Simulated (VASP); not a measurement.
Input of a VASP 6.6.1 run:

INCAR

```
SYSTEM = As
  PREC = Accurate
  ENCUT = 520
  EDIFF = 1E-6
  ISMEAR = -1
  SIGMA = 0.13605693000000002
  LREAL = .FALSE.
  LASPH = .TRUE.
  NELM = 100
  ALGO = Normal
  ISIF = 2
  LWAVE = .FALSE.
  LCHARG = .TRUE.
  GGA = PE
  LELF = .TRUE.
  LVHAR = .TRUE.
  NBANDS = 8
```

KPOINTS

```
Automatic mesh
0
G
  14 14 14
  0 0 0
```

File POSCAR:

```
As
1.0
   -1.6839316458      1.6839316458      1.6839316458
    1.6839316458     -1.6839316458      1.6839316458
    1.6839316458      1.6839316458     -1.6839316458
As
1
Direct
    0.0000000000      0.0000000000      0.0000000000
```

Potentials or basis: VASP PAW PBE potentials, release 64 (As).

Launch:

```sh
$ cat potpaw_PBE.64/As/POTCAR > POTCAR
$ mpirun -np 1 vasp_std > vasp.out
```

(1) What does it give for the pressure?

Answers

(1) -0.2 GPa.
